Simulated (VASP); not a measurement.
Input of a VASP 6.6.1 run:

INCAR

```
SYSTEM = ZnAg
PREC = Accurate
ENCUT = 520
EDIFF = 1E-8
ISMEAR = -1
SIGMA = 0.03
LREAL = .False.
LASPH = .True.
NELM = 100
ALGO = Normal
ISIF = 2
LWAVE = .False.
LCHARG = .False.
GGA = CA
LEFG = .True.
NBANDS = 18
```

Contents of KPOINTS:

```
Automatic mesh
0
Gamma
  12 12 12
  0 0 0
```

File POSCAR:

```
ZnAg
1.0
    3.1133461226      0.0000000000      0.0000000000
    0.0000000000      3.1133461226      0.0000000000
    0.0000000000      0.0000000000      3.1133461226
Zn Ag
1 1
Direct
    0.5000000000      0.5000000000      0.5000000000
    0.0000000000      0.0000000000      0.0000000000
```

Potentials or basis: VASP PAW LDA potentials, release 64 (Zn, Ag).

Command:

```sh
$ cat potpaw_LDA.64/Zn/POTCAR potpaw_LDA.64/Ag/POTCAR > POTCAR
$ mpirun -np 1 vasp_std > vasp.out
```

Problem. What does it give for the pressure?

Solution. -3.7 GPa.

Caveat: without QUAD_EFG the Cq values of the log hold for a quadrupole moment of 1 mb, not for the nuclei.
